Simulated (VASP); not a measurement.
# NaH (I4mm) in VASP: notebook

NaH is run at these levels: LDA; tasks: single point.

Everything below comes from runs of VASP 6.6.1. Logs are shortened: lines on timing, memory, paths and dates and some standing lists are left out, and cuts for length are marked.

## (1) The cell of the first run

Symmetry: I4mm, No. 107, tetragonal system. Conventional cell: a = 3.375 Å, b = 3.375 Å, c = 4.773 Å, α = 90.00°, β = 90.00°, γ = 90.00°. Na (site symmetry 4mm) has 1 H at 1.67 Å within 2.2 Å. Within 2.2 Å of H (site symmetry 4mm) lie 1 Na at 1.67 Å.

## (2) Single point, LDA (shortest bond scaled by 0.7)

INCAR reads:

```
ALGO = Normal
EDIFF = 1E-6
ENCUT = 520
GGA = CA
ISIF = 2
ISMEAR = -1
LASPH = True
LCHARG = False
LREAL = False
LWAVE = False
NBANDS = 11
NELM = 60
PREC = Accurate
SIGMA = 0.03
```

KPOINTS reads:

```
k-points
0
Gamma
  8 8 8
```

POSCAR reads:

```
NaH
1.0
    0.0000000000      2.3864216652      2.3864216652
    2.3864216652      0.0000000000      2.3864216652
    2.3864216652      2.3864216652      0.0000000000
Na H
1 1
Direct
   -0.0750000000     -0.0750000000      0.0750000000
    0.5750000000      0.5750000000      0.4250000000
```

Potentials or basis: VASP PAW LDA potentials, release 64 (Na_pv, H).

Command:

```console
$ cat potpaw_LDA.64/Na_pv/POTCAR potpaw_LDA.64/H/POTCAR > POTCAR
$ mpirun -np 1 vasp_std > vasp.out
```

OUTCAR:

```text
EDIFF = 1E-6
   ENCUT = 520
   GGA = CA
   ISIF = 2
   ISMEAR = -1
   LASPH = True
   LREAL = False
   NELM = 60
   PREC = Accurate

 ion  position               nearest neighbor table
   1  0.925  0.925  0.075-   2 1.67
   2  0.575  0.575  0.425-   1 1.67

  LATTYP: Found a face centered cubic cell.
 ALAT       =     4.7728433304

  Lattice vectors:

 A1 = (   0.0000000000,   2.3864216652,   2.3864216652)
 A2 = (   2.3864216652,   0.0000000000,   2.3864216652)
 A3 = (   2.3864216652,   2.3864216652,   0.0000000000)

Analysis of symmetry for initial positions (statically):
=====================================================================
 Subroutine PRICEL returns:
 Original cell was already a primitive cell.

 Routine SETGRP: Setting up the symmetry group for a
 face centered cubic supercell.

 Subroutine GETGRP returns: Found  8 space group operations
 (whereof  8 operations were pure point group operations)
 out of a pool of 48 trial point group operations.

The static configuration has the point symmetry C_4v.

Analysis of symmetry for dynamics (positions and initial velocities):
=====================================================================
 Subroutine PRICEL returns:
 Original cell was already a primitive cell.

 Routine SETGRP: Setting up the symmetry group for a
 face centered cubic supercell.

 Subroutine GETGRP returns: Found  8 space group operations
 (whereof  8 operations were pure point group operations)
 out of a pool of 48 trial point group operations.

The dynamic configuration has the point symmetry C_4v.

 Subroutine INISYM returns: Found  8 space group operations
 (whereof  8 operations are pure point group operations),
 and found     1 'primitive' translations

----------------------------------------------------------------------------------------

                                     Primitive cell

  volume of cell :      27.1814

  direct lattice vectors                    reciprocal lattice vectors
     0.000000000  2.386421665  2.386421665    -0.209518715  0.209518715  0.209518715
     2.386421665  0.000000000  2.386421665     0.209518715 -0.209518715  0.209518715
     2.386421665  2.386421665  0.000000000     0.209518715  0.209518715 -0.209518715

  length of vectors
     3.374909884  3.374909884  3.374909884     0.362897059  0.362897059  0.362897059

  position of ions in fractional coordinates (direct lattice)
     0.925000000  0.925000000  0.075000000
     0.575000000  0.575000000  0.425000000

  ion indices of the primitive-cell ions
   primitive index   ion index
                 1           1
                 2           2

----------------------------------------------------------------------------------------

 KPOINTS: k-points

Automatic generation of k-mesh.
 Grid dimensions read from file:
 generate k-points for:    8    8    8

 Generating k-lattice:

  Cartesian coordinates                     Fractional coordinates (reciprocal lattice)
    -0.026189839  0.026189839  0.026189839     0.125000000  0.000000000  0.000000000
     0.026189839 -0.026189839  0.026189839     0.000000000  0.125000000  0.000000000
     0.026189839  0.026189839 -0.026189839     0.000000000  0.000000000  0.125000000

  Length of vectors
     0.045362132  0.045362132  0.045362132

  Shift w.r.t. Gamma in fractional coordinates (k-lattice)
     0.000000000  0.000000000  0.000000000

 Subroutine IBZKPT returns following result:
 ===========================================

 Found     59 irreducible k-points:

 Following reciprocal coordinates:
            Coordinates               Weight
  0.000000  0.000000  0.000000      1.000000
  0.125000  0.000000  0.000000      8.000000
  0.250000  0.000000  0.000000      8.000000
  0.375000  0.000000  0.000000      8.000000
  0.500000  0.000000  0.000000      4.000000
  0.125000  0.125000  0.000000      2.000000
[... 16 lines left out ...]
  0.000000  0.375000  0.250000     16.000000
  0.500000  0.250000  0.000000      8.000000
 [... further k-points ...]
   k-points           NKPTS =     59   k-points in BZ     NKDIM =     59   number of bands    NBANDS=     11
   number of dos      NEDOS =    301   number of ions     NIONS =      2
   total plane-waves  NPLWV =  21952
   dimension x,y,z NGX =    28 NGY =   28 NGZ =   28
   dimension x,y,z NGXF=    56 NGYF=   56 NGZF=   56
   ions per type =               1   1
   NGX,Y,Z   is equivalent  to a cutoff of  13.79, 13.79, 13.79 a.u.
   NGXF,Y,Z  is equivalent  to a cutoff of  27.59, 27.59, 27.59 a.u.
 SYSTEM =  unknown system
   PREC   = accura    normal or accurate (medium, high low for compatibility)
   ISTART =      0    job   : 0-new  1-cont  2-samecut
   ICHARG =      2    charge: 1-file 2-atom 10-const
   ISPIN  =      1    spin polarized calculation?
   LNONCOLLINEAR =      F non collinear calculations
   LSORBIT =      F    spin-orbit coupling
   LASPH  =      T    aspherical Exc in radial PAW
   ENCUT  =  520.0 eV  38.22 Ry    6.18 a.u.   6.28  6.28  6.28*2*pi/ulx,y,z
   NELM   =     60;   NELMIN=  2; NELMDL= -5     # of ELM steps
   EDIFF  = 0.1E-05   stopping-criterion for ELM
   LREAL  =      F    real-space projection
   EDIFFG = 0.1E-04   stopping-criterion for IOM
   NSW    =      0    number of steps for IOM
   IBRION =     -1    ionic relax: 0-MD 1-quasi-New 2-CG
   NFREE  =      0    steps in history (QN), initial steepest desc. (CG)
   ISIF   =      2    stress and relaxation
   ISYM   =      2    0-nonsym 1-usesym 2-fastsym
   POTIM  = 0.5000    time-step for ionic-motion
   TEBEG  =    0.0;   TEEND  =   0.0 temperature during run
   PSTRESS=    0.0 pullay stress
   NELECT =       8.0000    total number of electrons
   NUPDOWN=      -1.0000    fix difference up-down
   EMIN   =  10.00;   EMAX   =-10.00  energy-range for DOS
   EFERMI =   0.00;   METHOD = LEGACY
   ISMEAR =    -1;   SIGMA  =   0.03  broadening in eV -4-tet -1-fermi 0-gaus
   EFERMI_NEDOS =   21; number of points for ismear=-14 and -15
   IALGO  =     38    algorithm
   IMIX   =      4    mixing-type and parameters
     AMIX     =   0.40;   BMIX     =  1.00
     AMIX_MAG =   1.60;   BMIX_MAG =  1.00
  volume/ion in A,a.u.               =      13.59        91.71
  Fermi-wavevector in a.u.,A,eV,Ry     =   1.088966  2.057847 16.134427  1.185847
  Thomas-Fermi vector in A             =   2.225159
   LORBIT       =      0    0 simple, 1 ext, 2 COOP (PROOUT), +10 PAW based schemes
   GGA     = CA    functional components
   LHFCALC =     F    Hartree Fock is set to
   AEXX    =    0.0000 exact exchange contribution
   IVDW    =     0    specifies the selected vdW correction
   LEPSILON=     F    determine dielectric tensor
   LRPA    =     F    only Hartree local field effects (RPA)
 non-spin polarized calculation
  energy-cutoff  :      520.00
  volume of cell :       27.18
 maximum number of plane-waves:       754
 NGX is ok and might be reduce to    28
   NGX = 13   NGY = 13   NGZ = 13

 number of electron       8.0000001 magnetization

 Free energy of the ion-electron system (eV)
  ---------------------------------------------------
  ext. energy  EPLUGINS =         0.00000000
  ---------------------------------------------------
  free energy    TOTEN  =        -4.88884548 eV

  energy without entropy =       -4.88884548  energy(sigma->0) =       -4.88884548

 E-fermi :  -0.4062     XC(G=0):  -8.2887

 val. band max:       -0.9658870862   @ k =   0.2500  -0.2500   0.5000
 cond. band min:       2.3180166189   @ k =   0.5000   0.0000   0.0000
 fundamental gap:      3.2839037050
 Fermi energy:        -0.4062499276

 k-point     1 :       0.0000    0.0000    0.0000
  band No.  band energies     occupation
      1     -23.1792      2.00000
      2     -23.1427      2.00000
      3     -23.1427      2.00000
      4      -4.9085      2.00000
      5       8.6191      0.00000
      6      13.6002      0.00000
      7      13.6002      0.00000
      8      14.5777      0.00000
      9      16.0909      0.00000
     10      16.4815      0.00000
     11      16.4815      0.00000

 k-point     2 :       0.1250    0.0000    0.0000
  band No.  band energies     occupation
      1     -23.1887      2.00000
      2     -23.1525      2.00000
      3     -23.1448      2.00000
      4      -4.6265      2.00000
      5       7.8030      0.00000
      6      11.8685      0.00000
      7      13.2722      0.00000
      8      14.2301      0.00000
      9      15.9475      0.00000
     10      16.9307      0.00000
     11      17.7891      0.00000

 k-point     3 :       0.2500    0.0000    0.0000
  band No.  band energies     occupation
      1     -23.2219      2.00000
      2     -23.1654      2.00000
      3     -23.1498      2.00000
      4      -3.8244      2.00000
      5       5.7120      0.00000
      6      10.2307      0.00000
      7      12.7696      0.00000
      8      13.8025      0.00000
      9      15.9045      0.00000
     10      16.3167      0.00000
     11      18.0856      0.00000

 k-point     4 :       0.3750    0.0000    0.0000
  band No.  band energies     occupation
      1     -23.2602      2.00000
      2     -23.1725      2.00000
      3     -23.1549      2.00000
      4      -2.6913      2.00000
      5       3.4521      0.00000
      6       9.4771      0.00000
      7      12.4434      0.00000
      8      13.4961      0.00000
      9      15.2516      0.00000
     10      15.3955      0.00000
     11      17.9032      0.00000

 k-point     5 :       0.5000    0.0000    0.0000
  band No.  band energies     occupation
      1     -23.2764      2.00000
      2     -23.1750      2.00000
      3     -23.1570      2.00000
      4      -1.9694      2.00000
      5       2.3180      0.00000
      6       9.2540      0.00000
      7      12.3376      0.00000
      8      13.4222      0.00000
      9      14.9601      0.00000
     10      15.0588      0.00000
     11      17.5962      0.00000
[... 211 lines left out ...]
 k-point    21 :       0.0000    0.2500    0.2500
  band No.  band energies     occupation
      1     -23.2034      2.00000
      2     -23.1930      2.00000
      3     -23.1611      2.00000
      4      -3.4937      2.00000
      5       5.9390      0.00000
      6       9.7598      0.00000
      7      10.9393      0.00000
      8      11.3793      0.00000
      9      14.5212      0.00000
     10      17.8482      0.00000
     11      21.4522      0.00000

 k-point    22 :       0.3750    0.2500    0.0000
  band No.  band energies     occupation
      1     -23.2607      2.00000
      2     -23.1737      2.00000
      3     -23.1683      2.00000
      4      -2.6624      2.00000
      5       5.0853      0.00000
      6       8.0966      0.00000
      7      10.3505      0.00000
      8      11.2609      0.00000
      9      13.2840      0.00000
     10      19.9737      0.00000
     11      20.4065      0.00000

 k-point    23 :       0.0000    0.3750    0.2500
  band No.  band energies     occupation
      1     -23.2282      2.00000
      2     -23.1996      2.00000
      3     -23.1686      2.00000
      4      -2.6530      2.00000
      5       4.7898      0.00000
      6       8.0915      0.00000
      7      10.0922      0.00000
      8      11.4900      0.00000
      9      14.6520      0.00000
     10      18.2863      0.00000
     11      21.1740      0.00000

 k-point    24 :       0.5000    0.2500    0.0000
  band No.  band energies     occupation
      1     -23.2706      2.00000
      2     -23.1917      2.00000
      3     -23.1693      2.00000
      4      -1.7516      2.00000
      5       3.7716      0.00000
      6       6.6749      0.00000
      7      10.4192      0.00000
      8      10.9204      0.00000
      9      15.7488      0.00000
     10      19.1765      0.00000
     11      19.3221      0.00000

 [... further k-points ...]

------------------------ aborting loop because EDIFF is reached ----------------------------------------

  FORCE on cell =-STRESS in cart. coord.  units (eV):
  Direction    XX          YY          ZZ          XY          YZ          ZX
  --------------------------------------------------------------------------------------
  -------------------------------------------------------------------------------------
  Total       -0.4056820     -0.4056820      3.4213631      0.0000000      0.0000000      0.0000000
  in kB      -23.9124875    -23.9124875    201.6685622      0.0000000      0.0000000      0.0000000
  external PRESSURE =      51.2811957 kB  Pullay stress =       0.0000000 kB

 VOLUME and BASIS-vectors are now :
 -----------------------------------------------------------------------------
  energy-cutoff  :      520.00
  volume of cell :       27.18
      direct lattice vectors                 reciprocal lattice vectors
     0.000000000  2.386421665  2.386421665    -0.209518715  0.209518715  0.209518715
     2.386421665  0.000000000  2.386421665     0.209518715 -0.209518715  0.209518715
     2.386421665  2.386421665  0.000000000     0.209518715  0.209518715 -0.209518715

 POSITION                                       TOTAL-FORCE (eV/Angst)
 -----------------------------------------------------------------------------------
      2.38642      2.38642      4.41488         0.000000      0.000000      2.312567
      2.38642      2.38642      2.74438         0.000000      0.000000     -2.312567
 -----------------------------------------------------------------------------------
    total drift:                               -0.000000     -0.000000      0.000557

  FREE ENERGIE OF THE ION-ELECTRON SYSTEM (eV)
  ---------------------------------------------------
  free  energy   TOTEN  =        -4.8888454753 eV

  energy  without entropy=       -4.8888454753  energy(sigma->0) =       -4.88884548
```

Run time: 36 s. Hardware: 1 thread of AMD EPYC 7R13, shared host; peak memory 0.11 GiB.

What came out:

```
Free energy            : -4.8888 eV
Pressure               : 5.1 GPa
Largest force          : 2.313 eV/Å
Band gap on the k mesh : 3.28 eV, indirect (least direct gap 4.29 eV)
```

Forces on the atoms (eV/Å):
```
Na   0.000  0.000  2.313
H    0.000  0.000 -2.313
```

Stress tensor (GPa, compression positive):
```
-2.39  0.00  0.00
 0.00 -2.39  0.00
 0.00  0.00 20.17
```

Caveat: the cell differs from its parent crystal (shortest bond scaled by 0.7); forces of over 1 eV/Å act on the atoms, so gaps and moduli don't describe the material at rest. A k mesh can miss the band edges.

(Continued in part 2 of 2.)
